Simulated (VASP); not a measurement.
Write the native input for VASP 6.6.1 that does the following.

- Task: single point
- Functional: PBE
- Potentials or basis: VASP PAW PBE potentials, release 64 (Lu)
- Cutoff: 520 eV
- k mesh: 8 × 8 × 8
- Occupations: gaussian, width 0.1 eV
- Spin: no spin polarisation
- Dipole correction: no
- Further INCAR settings: ALGO = Fast; EDIFF = 1e-06; NBANDS = 18

The structure of Lu lies in POSCAR:

```
Lu
1.0
   -1.7160475989      1.7160475989      2.4293453687
    1.7160475989     -1.7160475989      2.4293453687
    1.7160475989      1.7160475989     -2.4293453687
Lu
1
Direct
    0.0000000000      0.0000000000      0.0000000000
```

The cell was built from a structure type or drawn by symmetry, and may not be a known phase.

One way to write it, as run:

INCAR

```
ALGO = Fast
EDIFF = 1E-6
ENCUT = 520
GGA = PE
ISIF = 2
ISMEAR = 0
LASPH = True
LCHARG = True
LELF = True
LREAL = False
LVHAR = True
LWAVE = False
NBANDS = 18
NELM = 100
PREC = Accurate
SIGMA = 0.1
```

KPOINTS

```
k-points
0
Gamma
  8 8 8
```

Potentials or basis: VASP PAW PBE potentials, release 64 (Lu).

The run is started by

```sh
$ cat potpaw_PBE.64/Lu/POTCAR > POTCAR
$ mpirun -np 1 vasp_std > vasp.out
```

It gave:

| Quantity | Value |
| --- | --- |
| Pressure | -0.1 GPa |
| Band gap on the k mesh | zero (an odd number of electrons rules out a gap without spin polarisation) |

Caveat: spin-orbit coupling is left out, which moves the levels of the heavy elements.

Run time: 27 s on 1 thread of Intel(R) Xeon(R) 6975P-C (Granite Rapids), with other jobs on the host, peak memory 0.18 GiB.
